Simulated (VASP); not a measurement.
Wanted: the native input for a VASP 6.6.1 run.

```yaml
Task: single point
Functional: LDA
Potentials_or_basis: VASP PAW LDA potentials, release 64 (H, C, Cl)
Cutoff: 520 eV
k_mesh: 3 × 3 × 1
Occupations: gaussian, width 0.02 eV
Spin: no spin polarisation
Dipole_correction: no
Further_INCAR_settings: LREAL = Auto; ALGO = Normal; EDIFF = 1e-06; NBANDS = 57
```

The structure of H7C16Cl lies in POSCAR:

```
H7C16Cl
1.0
    5.0487420000      0.0000000000      0.0000000000
    2.5243710000      4.3723390000      0.0000000000
    0.0000000000      0.0000000000     16.7764260000
H C Cl
7 16 1
Direct
    0.1666667000      0.1666667000      0.0596075000
    0.6666667000      0.1666667000      0.0596075000
    0.1666667000      0.6666667000      0.0596075000
    0.6666667000      0.6666667000      0.0596075000
    0.5001467198     -0.0002210541      0.3418442734
   -0.0002082154      0.5001377393      0.3418442214
    0.5001301839      0.5001373747      0.3418437561
    0.1666667000      0.1666667000      0.1251757000
    0.6666667000      0.1666667000      0.1251757000
    0.1666667000      0.6666667000      0.1251757000
    0.6666667000      0.6666667000      0.1251757000
   -0.1666667000      0.3333333000      0.1558905000
    0.3333333000      0.3333333000      0.1558905000
   -0.1666667000      0.8333333000      0.1558905000
    0.3333333000      0.8333333000      0.1558905000
   -0.1673617440      0.3347708673      0.2474721476
    0.3333491347      0.3333450282      0.2469929850
   -0.1673617781      0.8326358938      0.2474703346
    0.3347766951      0.8326348185      0.2474723463
    0.0000192195      0.0000107018      0.2756196579
    0.4997899113      0.0004802103      0.2758618507
    0.0004825095      0.4997853874      0.2758619910
    0.4997871750      0.4997825125      0.2758615537
    1.0000087800      1.0000100037      0.3841630767
```

These files were run (other wordings do the same):

INCAR

```
PREC = Accurate
ENCUT = 520
EDIFF = 1E-6
ISMEAR = 0
SIGMA = 0.02
LREAL = Auto
LASPH = T
NELM = 100
ALGO = Normal
ISIF = 2
LWAVE = F
LCHARG = F
GGA = CA
NBANDS = 57
```

KPOINTS

```
Automatic mesh
0
Gamma
  3 3 1
```

Potentials or basis: VASP PAW LDA potentials, release 64 (H, C, Cl).

Run with:

```console
$ cat potpaw_LDA.64/H/POTCAR potpaw_LDA.64/C/POTCAR potpaw_LDA.64/Cl/POTCAR > POTCAR
$ mpirun -np 1 vasp_std > vasp.out
```

It gave:

The largest force is 1.622 eV/Å and the band gap on the k mesh is 3.33 eV, direct.

Caveat: the k points lie up to 0.48 Å⁻¹ apart.

Run time: 3 min on 1 thread of AMD EPYC 7R13 Processor (Zen 3) (shared host), peak memory 0.35 GiB.
